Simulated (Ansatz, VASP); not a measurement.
Mg3CdSe4 in VASP and in Ansatz

```
Mg Cd Se
1.0
     4.28093    0.00000    0.00000
     0.00000    4.27653    6.03160
     0.00000   -4.27653    6.03160
Mg Cd Se
3 1 4
Direct
  0.00000 0.99922 0.99922
  0.50000 0.99791 0.50192
  0.50000 0.50192 0.99791
  0.00000 0.50076 0.50076
  0.50000 0.36896 0.36896
  0.00000 0.37211 0.88387
  0.00000 0.88387 0.37211
  0.50000 0.87526 0.87526
```

Change from the starting cell: species swapped into the Ga4BiAs3 type (Amm2, No. 38).

Alike in both runs: functional PBE; k mesh 6 × 4 × 4; occupations gaussian, width 0.02 eV; no spin polarisation.

Ansatz relaxed the structure, and its values are those at the end. VASP's run is a single point on that final structure, the one shown.

|  | VASP | Ansatz |
| --- | --- | --- |
| version | VASP 6.6.1 | Ansatz 0.2.0 |
| potentials or method | VASP PAW PBE potentials, release 64 (Mg, Cd, Se), cutoff 600 eV | scalar-relativistic, plane waves, PAW |
| valence electrons in the cell | 42 | 114 |

```tsv
	VASP	Ansatz	Ansatz less VASP
gap on the k mesh at the Fermi level (eV)	1.78	1.78	+0.004
least direct gap on the mesh (eV)	1.78	1.78	+0.004
pressure (GPa)	0.0	0.0	-0.02
rms of the force components (eV/Å)	0.011	0.001	-0.0105
```

VASP's potentials hold 42 valence electrons a cell and Ansatz's 114, so a difference there can come from the potentials and not from the codes.
